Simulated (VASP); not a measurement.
Wanted: the native input for a VASP 6.6.1 run.

| Property | Result |
| --- | --- |
| Task | single point |
| Functional | PBE |
| Potentials or basis | VASP PAW PBE potentials, release 64 (Rb_sv, P) |
| Cutoff | 520 eV |
| k mesh | 4 × 4 × 4 |
| Occupations | gaussian, width 0.1 eV |
| Spin | no spin polarisation |
| Dipole correction | no |
| Further INCAR settings | ALGO = Normal; EDIFF = 1e-07; NBANDS = 28 |

The structure of RbP6 lies in POSCAR:

```
RbP6
1.0
    0.0000000000      4.0816732035      4.0816732035
    4.0816732035      0.0000000000      4.0816732035
    4.0816732035      4.0816732035      0.0000000000
Rb P
1 6
Direct
    0.0000000000      0.0000000000      0.0000000000
    0.5000000000      0.5000000000      0.0000000000
    0.5000000000      0.0000000000      0.5000000000
    0.0000000000      0.0000000000      0.5000000000
    0.0000000000      0.5000000000      0.0000000000
    0.0000000000      0.5000000000      0.5000000000
    0.5000000000      0.0000000000      0.0000000000
```

The cell was generated, and may not be a known phase.

The input as run:

INCAR

```
  PREC = Accurate
  ENCUT = 520
  EDIFF = 1E-7
  ISMEAR = 0
  SIGMA = 0.1
  LREAL = F
  LASPH = T
  NELM = 100
  ALGO = Normal
  ISIF = 2
  LWAVE = F
  LCHARG = T
  GGA = PE
  LELF = T
  LVHAR = T
  NBANDS = 28
```

KPOINTS

```
regular mesh
0
Gamma
  4 4 4
```

Potentials or basis: VASP PAW PBE potentials, release 64 (Rb_sv, P).

Command:

```sh
$ cat potpaw_PBE.64/Rb_sv/POTCAR potpaw_PBE.64/P/POTCAR > POTCAR
$ mpirun -np 1 vasp_std > vasp.out
```

It gave:

```yaml
Pressure: -0.1 GPa
Band_gap_on_the_k_mesh: zero (an odd number of electrons rules out a gap without spin polarisation)
```

Caveat: an odd number of electrons without spin polarisation forces a metal; a magnetic or distorted state may lie lower.

Wall time 70 s on 1 thread of Intel(R) Xeon(R) Platinum 8259CL CPU @ 2.50GHz (Skylake/Cascade Lake), on a shared host, peak memory 0.31 GiB.
